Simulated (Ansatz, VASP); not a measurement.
**Two plane-wave programs on SiNi3**

```
Ni Si
1.0
     3.54200    0.00000    0.00000
     0.00000    3.54200    0.00000
     0.00000    0.00000    3.54200
Ni Si
3 1
Direct
  0.50000 0.50000 0.00000
  0.50000 0.00000 0.50000
  0.00000 0.50000 0.50000
  0.00000 0.00000 0.00000
```

Alike in both runs: functional LDA; k mesh 4 × 4 × 4; occupations fermi-dirac, width 0.05 eV; collinear spin.

|  | VASP | Ansatz |
| --- | --- | --- |
| version | VASP 6.6.1 | Ansatz 0.2.0 |
| potentials or method | VASP PAW LDA potentials, release 64 (Ni_sv_GW, Si) | Ansatz PAW |
| plane-wave cutoff (eV) | 590 | 420 |
| valence electrons in the cell | 58 | 58 |
| task | single point | band structure |

|  | VASP | Ansatz | Ansatz less VASP |
| --- | --- | --- | --- |
| gap on the k mesh at the Fermi level (eV) | none | none | - |
| pressure (GPa) | -22.1 | -20.1 | +1.99 |
| net moment per atom (μB) | 0.00 | 0.00 | 0.000 |

LDA's correlation is that of Perdew and Zunger in VASP and of Perdew and Wang (1992) in Ansatz. A gap of «none» marks a metal or a gap that the smearing closes.

The k mesh is coarse, so the values compare programs but aren't converged.
